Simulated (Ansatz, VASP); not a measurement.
## TiTe2 in VASP and in Ansatz

POSCAR

```
TiTe2
1.0
    3.7770000000      0.0000000000      0.0000000000
   -1.8885000000      3.2709779501      0.0000000000
    0.0000000000      0.0000000000      6.4980000000
Te Ti
2 1
Direct
    0.3333333333      0.6666666667      0.7372000000
    0.6666666667      0.3333333333      0.2628000000
    0.0000000000      0.0000000000      0.0000000000
```

INCAR.step1

```
PREC = Accurate
ENCUT = 520
EDIFF = 1E-5
ISMEAR = -1
SIGMA = 0.05
LREAL = F
LASPH = T
NELM = 100
ALGO = Normal
ISIF = 2
LWAVE = T
LCHARG = F
GGA = PE
NBANDS = 19
LUSENCCL = F
```

File INCAR.step2:

```
PREC = Accurate
ENCUT = 520
EDIFF = 1E-7
ISMEAR = -1
SIGMA = 0.05
LREAL = F
LASPH = T
NELM = 100
ALGO = Normal
ISIF = 2
LWAVE = F
LCHARG = F
METAGGA = R2SCAN
LHFCALC = T
AEXX = 0.15
LMIXTAU = T
PRECFOCK = Normal
ISTART = 1
NBANDS = 19
LUSENCCL = F
```

Contents of KPOINTS:

```
Automatic mesh
0
Gamma
  5 5 3
```

File input.yaml:

```yaml
crystal:
  lattice:
    - [3.777, 0.0, 0.0]
    - [-1.8885, 3.2709779501, 0.0]
    - [0.0, 0.0, 6.498]
  atoms:
    - { symbol: Te, position: [0.3333333333, 0.6666666667, 0.7372] }
    - { symbol: Te, position: [0.6666666667, 0.3333333333, 0.2628] }
    - { symbol: Ti, position: [0.0, 0.0, 0.0] }
hamiltonian:
  xc: { exchange: r2scan, correlation: r2scan, exx: { coeff: 0.15 } }
  pseudopotentials: { kind: paw }
kpoints:
  mp_grid: { grid: [5, 5, 3] }
scf:
  occupations: { method: fermi_dirac, width: 0.05 }
output:
  forces: true
  stress: true
  eigenvalues: true
  write_density: true
  write_potential: true
  elf: true
  volumetric_format: npy
```

Alike in both runs: task single point; functional r2SCAN-based global hybrid; k mesh 5 × 5 × 3; occupations fermi-dirac, width 0.05 eV; no spin polarisation.

```csv
,VASP,Ansatz
version,VASP 6.6.1,Ansatz 0.2.0
potentials or method,"VASP PAW PBE potentials, release 64 (Te, Ti_sv)",Ansatz PAW
plane-wave cutoff (eV),520,500
valence electrons in the cell,24,44
```

```tsv
	VASP	Ansatz	Ansatz less VASP
gap on the k mesh at the Fermi level (eV)	none	none	-
pressure (GPa)	0.1	0.2	+0.11
traceless stress, the component that is largest in VASP (GPa)	-0.12	-0.12	+0.002
rms of the force components (eV/Å)	0.164	0.169	+0.0048
```

VASP's potentials were made for PBE, not for r2SCAN-based global hybrid. Atom by atom the forces differ by 0.005 eV/Å (rms over components). A gap of «none» marks a metal or a gap that the smearing closes. The functional is the same, so the differences come from potentials, cutoffs and numerics. VASP's potentials hold 24 valence electrons a cell and Ansatz's 44, so a difference there can come from the potentials and not from the codes.

The k mesh is coarse, so the values compare programs but aren't converged. Neither program's run includes spin-orbit coupling.
